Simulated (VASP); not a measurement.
Here is a VASP 6.6.1 calculation.

The input INCAR:

```
ALGO = Fast ; EDIFF = 1E-6
ENCUT = 520 ; GGA = PE
ISIF = 2 ; ISMEAR = 0
LASPH = T ; LCHARG = F
LREAL = F ; LWAVE = F
NBANDS = 7 ; NELM = 100
PREC = Accurate ; SIGMA = 0.1
```

The input KPOINTS:

```
k-points
0
Gamma
  16 16 16
```

The input POSCAR:

```
Mg
1.0
   -1.8075770808      1.8075770808      1.8075770808
    1.8075770808     -1.8075770808      1.8075770808
    1.8075770808      1.8075770808     -1.8075770808
Mg
1
Direct
    0.0000000000      0.0000000000      0.0000000000
```

Potentials or basis: VASP PAW PBE potentials, release 64 (Mg).

The run is started by

```console
$ cat potpaw_PBE.64/Mg/POTCAR > POTCAR
$ mpirun -np 1 vasp_std > vasp.out
```

(1) What does it give for the pressure?

(2) Estimate the band gap on the k mesh.

Results:

(1) -1.1 GPa.

(2) zero (bands 1 and 2 overlap by 4.69 eV).
